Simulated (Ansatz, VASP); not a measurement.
**One calculation of In, two programs**

```xyz
1
Lattice="-1.5946 1.5946 2.5108 1.5946 -1.5946 2.5108 1.5946 1.5946 -2.5108" Properties=species:S:1:pos:R:3 pbc="T T T"
In    0.0000    0.0000    0.0000
```

Alike in both runs: functional PBEsol; k mesh 16 × 16 × 16; occupations fermi-dirac, width 0.05 eV; no spin polarisation.

Ansatz relaxed the structure, and its values are those at the end. VASP's run is a single point on that final structure, the one shown.

|  | VASP | Ansatz |
| --- | --- | --- |
| version | VASP 6.6.1 | Ansatz 0.2.0 |
| potentials or method | VASP PAW PBE potentials, release 64 (In_d) | PAW with Ansatz's default frozen-core files, scalar-relativistic |
| plane-wave cutoff (eV) | 520 | 420 |
| valence electrons in the cell | 13 | 13 |

|  | VASP | Ansatz | Ansatz less VASP |
| --- | --- | --- | --- |
| pressure (GPa) | 0.0 | 0.0 | +0.01 |

VASP's potentials were made for PBE, not for PBEsol.
